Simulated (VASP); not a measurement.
Wanted: the native input for a VASP 6.6.1 run.

* Task: single point
* Functional: PBE
* Potentials or basis: VASP PAW PBE potentials, release 64 (Pt, H)
* Cutoff: 520 eV
* k mesh: 12 × 12 × 1
* Occupations: gaussian, width 0.1 eV
* Spin: no spin polarisation
* Dipole correction: yes
* Further INCAR settings: ALGO = Normal; EDIFF = 1e-06; NBANDS = 24

The structure of HPt3 lies in POSCAR:

```
HPt3
1.0
    2.8071640675      0.0000000000      0.0000000000
   -1.4035820338      2.4310753951      0.0000000000
    0.0000000000      0.0000000000     20.1192652917
Pt H
3 1
Direct
    0.6666666667      0.3333333333      0.1988144170
    0.3333333333      0.6666666667      0.3136149989
   -0.0510026225      0.0494088717      0.4332997951
    0.1666666667      0.6666666667      0.4814963303
```

These files were run (other wordings do the same):

INCAR

```
SYSTEM = HPt3
ALGO = Normal ; DIPOL = 0.5 0.5 0.357
EDIFF = 1E-6 ; ENCUT = 520
GGA = PE ; IDIPOL = 3
ISIF = 2 ; ISMEAR = 0
LASPH = .TRUE. ; LCHARG = .FALSE.
LDIPOL = .TRUE. ; LREAL = .FALSE.
LWAVE = .FALSE. ; NBANDS = 24
NELM = 100 ; PREC = Accurate
SIGMA = 0.1
```

KPOINTS

```
k-points
0
G
  12 12 1
  0 0 0
```

Potentials or basis: VASP PAW PBE potentials, release 64 (Pt, H).

Launch:

```sh
$ cat potpaw_PBE.64/Pt/POTCAR potpaw_PBE.64/H/POTCAR > POTCAR
$ mpirun -np 1 vasp_std > vasp.out
```

Results of the run:

| Item | Value |
| --- | --- |
| Largest force | 0.202 eV/Å |

Run time: 7.5 min on 1 thread of Intel Xeon 6975P-C, on a shared host, peak memory 0.41 GiB.
